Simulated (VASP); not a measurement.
Wanted: the native input for a VASP 6.6.1 run.

```yaml
Task: single point
Functional: LDA
Potentials_or_basis: VASP PAW LDA potentials, release 64 (Ni)
Cutoff: 520 eV
k_mesh: 8 × 8 × 8
Occupations: fermi-dirac, width 0.1 eV
Spin: no spin polarisation
Dipole_correction: no
Further_INCAR_settings: ALGO = Normal; EDIFF = 1e-06; NBANDS = 50
```

The structure of Ni lies in POSCAR:

```
Ni
1.0
    4.3411701780      0.0000000000      0.0000000000
    0.0000000000      4.3411701780      0.0000000000
    0.0000000000      0.0000000000      4.3411701780
Ni
8
Direct
    0.0000000000      1.0000000000      0.0000000000
    0.5000000000      0.5000000000      0.5000000000
    0.2500000000      0.0000000000      0.5000000000
    0.7500000000      0.0000000000      0.5000000000
    0.5000000000      0.2500000000      1.0000000000
    0.5000000000      0.7500000000      1.0000000000
    1.0000000000      0.5000000000      0.2500000000
    1.0000000000      0.5000000000      0.7500000000
```

These files were run (other wordings do the same):

INCAR

```
SYSTEM = Ni
PREC = Accurate ; ENCUT = 520
EDIFF = 1E-6 ; ISMEAR = -1
SIGMA = 0.1 ; LREAL = .FALSE.
LASPH = .TRUE. ; NELM = 80
ALGO = Normal ; ISIF = 2
LWAVE = .FALSE. ; LCHARG = .FALSE.
NBANDS = 50
```

KPOINTS

```
regular mesh
0
G
  8 8 8
  0 0 0
```

Potentials or basis: VASP PAW LDA potentials, release 64 (Ni).

Command:

```console
$ cat potpaw_LDA.64/Ni/POTCAR > POTCAR
$ mpirun -np 1 vasp_std > vasp.out
```

It gave:

```
Pressure               : -0.1 GPa
Band gap on the k mesh : zero (bands 40 and 41 overlap by 0.20 eV)
```

Caveat: the run has no spin polarisation, though such a crystal can be magnetic.

Wall time 80 s on 1 thread of Intel(R) Xeon(R) Platinum 8488C (Sapphire Rapids), with other jobs on the host, peak memory 0.21 GiB.
